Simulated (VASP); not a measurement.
## Cu: single point with LDA

Cu:

```
CELL_PARAMETERS angstrom
2.53076 0.00000 0.00000
-1.26538 2.19171 0.00000
0.00000 0.00000 8.26182
ATOMIC_POSITIONS crystal
Cu 0.99258 0.99859 0.99980
Cu 0.32558 0.65694 0.25061
Cu 0.00824 0.00612 0.50105
Cu 0.67244 0.33696 0.75196
```

* Program: VASP 6.6.1
* Task: single point
* Functional: LDA
* Potentials or basis: VASP PAW LDA potentials, release 64 (Cu)
* Cutoff: 600 eV
* k mesh: 7 × 7 × 2
* Occupations: fermi-dirac, width 0.1 eV
* Spin: no spin polarisation

```yaml
Pressure: -7.7 GPa
Largest_force: 0.096 eV/Å
Band_gap_on_the_k_mesh: zero (band 22 reaches 10.17 eV, above the bottom of band 23 at 5.86 eV)
```

Forces on the atoms (eV/Å):
```
Cu   0.027 -0.007  0.091
Cu   0.005  0.037 -0.004
Cu  -0.015 -0.030  0.007
Cu  -0.017  0.000 -0.094
```

Stress tensor (GPa, compression positive):
```
-7.95 -0.15  0.02
-0.15 -7.48 -0.01
 0.02 -0.01 -7.59
```

Levels at points of the mesh, in eV from the Fermi level:
```csv
k point,band 19,band 20,band 21,band 22,band 23,band 24,band 25,band 26
"(0.00, 0.00, 0.00)",-2.18,-2.00,-1.99,-1.72,-1.69,-1.02,3.92,12.70
"(0.00, 0.00, 0.50)",-2.30,-2.27,-1.84,-1.83,-1.82,-1.81,7.06,7.13
```

Run time: 45 s on 1 thread of Intel(R) Xeon(R) Platinum 8488C (Sapphire Rapids) (shared host), peak memory 0.18 GiB.

Caveat: the k points lie up to 0.41 Å⁻¹ apart.
